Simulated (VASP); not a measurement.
The system is SiC.

```
Si C
1.0
     0.00000    2.17805    2.17805
     2.17805    0.00000    2.17805
     2.17805    2.17805    0.00000
Si C
1 1
Direct
  0.25000 0.25000 0.25000
  0.00000 0.00000 0.00000
```

Base run:

```yaml
Program: VASP 6.6.1
Functional: PBEsol
Potentials_or_basis: VASP PAW PBE potentials, release 64 (Si, C)
Cutoff: 600 eV
k_mesh: 8 × 8 × 8
Occupations: gaussian, width 0.01 eV
Spin: no spin polarisation
```

Its results: band gap on the k mesh 1.23 eV, indirect (least direct gap 4.44 eV); pressure 0.3 GPa.

Problem. The run is repeated on the same cell with these changes: k mesh from 8 × 8 × 8 to 2 × 2 × 2. What comes out?

Solution. Band gap on the k mesh 0.76 eV, indirect (least direct gap 4.15 eV); pressure 9.0 GPa.

Caveats: some runs use coarse meshes; the PAW data sets were made with another functional, which shifts forces and pressure a little.

A k mesh can miss the band edges.
